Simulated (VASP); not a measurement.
A run of VASP 6.6.1:

The input POSCAR:

```
TiO2
1.0
   -1.8921000000      1.8921000000      4.7573000000
    1.8921000000     -1.8921000000      4.7573000000
    1.8921000000      1.8921000000     -4.7573000000
Ti O
2 4
Direct
    0.7500000000      0.2500000000      0.5000000000
    0.0000000000      0.0000000000      0.0000000000
    0.7919000000      0.7919000000      0.0000000000
    0.5419000000      0.0419000000      0.5000000000
    0.9581000000      0.4581000000      0.5000000000
    0.2081000000      0.2081000000      0.0000000000
```

The input INCAR.step1:

```
SYSTEM = TiO2
ISMEAR = 0
SIGMA = 0.03
LWAVE = .True.
LCHARG = .False.
NBANDS = 50
PREC = Accurate
LASPH = .True.
LREAL = .False.
ALGO = Normal
EDIFF = 1E-7
NELM = 120
GGA_COMPAT = .False.
ENCUT = 640
EFERMI = MIDGAP
LMAXMIX = 6
GGA = PE
KPAR = 8
```

INCAR.step2

```
SYSTEM = TiO2
METAGGA = LMBJ
ISMEAR = 0
SIGMA = 0.03
LWAVE = .False.
LCHARG = .False.
NBANDS = 50
PREC = Accurate
LASPH = .True.
LREAL = .False.
ALGO = Normal
EDIFF = 1E-7
NELM = 120
GGA_COMPAT = .False.
ENCUT = 640
EFERMI = MIDGAP
LMAXMIX = 6
LMIXTAU = .True.
ISTART = 1
KPAR = 8
```

File KPOINTS:

```
Automatic mesh
0
Gamma
  10 10 10
  0 0 0
```

File KPOINTS_OPT:

```
path GXYSGZS1NPY1Z,XP
32
line-mode
reciprocal
 0.0000000000  0.0000000000  0.0000000000  G
 0.0000000000  0.0000000000  0.5000000000  X

 0.0000000000  0.0000000000  0.5000000000  X
-0.0790928267  0.0790928267  0.5000000000  Y

-0.0790928267  0.0790928267  0.5000000000  Y
-0.2895464134  0.2895464134  0.2895464134  S

-0.2895464134  0.2895464134  0.2895464134  S
 0.0000000000  0.0000000000  0.0000000000  G

 0.0000000000  0.0000000000  0.0000000000  G
 0.5000000000  0.5000000000 -0.5000000000  Z

 0.5000000000  0.5000000000 -0.5000000000  Z
 0.2895464134  0.7104535866 -0.2895464134  S1

 0.2895464134  0.7104535866 -0.2895464134  S1
 0.0000000000  0.5000000000  0.0000000000  N

 0.0000000000  0.5000000000  0.0000000000  N
 0.2500000000  0.2500000000  0.2500000000  P

 0.2500000000  0.2500000000  0.2500000000  P
 0.5000000000  0.5000000000 -0.0790928267  Y1

 0.5000000000  0.5000000000 -0.0790928267  Y1
 0.5000000000  0.5000000000 -0.5000000000  Z

 0.0000000000  0.0000000000  0.5000000000  X
 0.2500000000  0.2500000000  0.2500000000  P
```

Potentials or basis: VASP PAW PBE potentials, release 64 (Ti_sv, O).

The run is started by

```console
$ cat potpaw_PBE.64/Ti_sv/POTCAR potpaw_PBE.64/O/POTCAR > POTCAR
$ cp INCAR.step1 INCAR
$ mpirun -np 8 vasp_std > vasp.out
$ cp INCAR.step2 INCAR
$ mpirun -np 8 vasp_std > vasp.out
```

Hardware: 8 MPI ranks on Intel(R) Xeon(R) Platinum 8488C (Sapphire Rapids), with other jobs on the host.

**Question.** Estimate the wall time of this run.

**Answer.** Run time: 15 min on 8 MPI ranks on Intel(R) Xeon(R) Platinum 8488C (Sapphire Rapids), with other jobs on the host, peak memory 0.91 GiB a rank. Counts: k points 102.
